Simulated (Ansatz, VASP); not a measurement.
## One calculation of P, two programs

```
P
1.0
     2.42469    0.00000    0.00000
     0.00000    2.43854    0.00000
    -0.02031    0.00000    4.85243
P
2
Direct
  0.00000 0.00000 0.25057
  0.00000 0.00000 0.74943
```

Alike in both runs: task single point; functional PBE; k mesh 18 × 18 × 10; occupations fermi-dirac, width 0.05 eV; no spin polarisation.

```csv
,VASP,Ansatz
version,VASP 6.6.1,Ansatz 0.2.0
potentials or method,"VASP PAW PBE potentials, release 64 (P), cutoff 520 eV","scalar-relativistic, plane waves, PAW"
valence electrons in the cell,10,10
```

VASP gave:

| Quantity | Value |
| --- | --- |
| gap on the k mesh at the Fermi level (eV) | none |
| pressure (GPa) | 2.3 |
| traceless stress, the component that is largest in VASP (GPa) | -2.09 |
| rms of the force components (eV/Å) | 0.002 |

What did Ansatz give for the same quantities?

gap on the k mesh at the Fermi level (eV): none; pressure (GPa): 2.6; traceless stress, the component that is largest in VASP (GPa): -2.08; rms of the force components (eV/Å): 0.003.

Atom by atom the forces differ by 0.001 eV/Å (rms over components). A gap of «none» marks a metal or a gap that the smearing closes.
